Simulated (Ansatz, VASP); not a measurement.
## Mo in VASP and in Ansatz

Contents of POSCAR:

```
Mo
1.0
   -1.5764210372      1.5764210372      1.5764210372
    1.5764210372     -1.5764210372      1.5764210372
    1.5764210372      1.5764210372     -1.5764210372
Mo
1
Direct
    0.0000000000      0.0000000000      0.0000000000
```

The input INCAR.step1:

```
ALGO = Normal ; EDIFF = 1E-4
ENCUT = 520 ; GGA = PE
ISMEAR = -1 ; LASPH = T
LCHARG = F ; LREAL = F
LWAVE = T ; NBANDS = 13
NELM = 60 ; PREC = Accurate
SIGMA = 0.1
```

File INCAR.step2:

```
ALGO = Normal ; EDIFF = 1E-6
ENCUT = 520 ; ISIF = 2
ISMEAR = -1 ; ISTART = 1
LASPH = T ; LCHARG = F
LMIXTAU = T ; LREAL = F
LWAVE = F ; METAGGA = R2SCAN
NBANDS = 13 ; NELM = 60
PREC = Accurate ; SIGMA = 0.1
```

The input KPOINTS:

```
k-points
0
Gamma
  11 11 11
```

Input for Ansatz:

```yaml
crystal:
  lattice:
    - [-1.5764210372, 1.5764210372, 1.5764210372]
    - [1.5764210372, -1.5764210372, 1.5764210372]
    - [1.5764210372, 1.5764210372, -1.5764210372]
  atoms:
    - { symbol: Mo, position: [0.0, 0.0, 0.0] }
hamiltonian:
  xc: r2scan
  pseudopotentials:
    kind: paw
    azcp:
      Mo: "pseudopotentials/Mo.paw.azcp"
basis:
  ecutwfc: 500
  fft_grid_basis: typed
kpoints:
  mp_grid: { grid: [11, 11, 11], shift: [0, 0, 0] }
magnetization:
  spin_polarized: false
scf:
  occupations: { method: fermi_dirac, width: 0.1 }
  lower_state_search: "off"
output:
  stress: true
```

Alike in both runs: task single point; functional r2SCAN; k mesh 11 × 11 × 11; occupations fermi-dirac, width 0.1 eV; no spin polarisation.

|  | VASP | Ansatz |
| --- | --- | --- |
| version | VASP 6.6.1 | Ansatz 0.2.0 |
| potentials or method | VASP PAW PBE potentials, release 64 (Mo_sv), cutoff 520 eV | plane waves (500 eV) with PAW, scalar-relativistic |
| valence electrons in the cell | 14 | 14 |

VASP gave:

```
pressure (GPa) : 1.1
```

Estimate Ansatz's values.

pressure (GPa): 0.0.

VASP's potentials were made for PBE, not for r2SCAN.
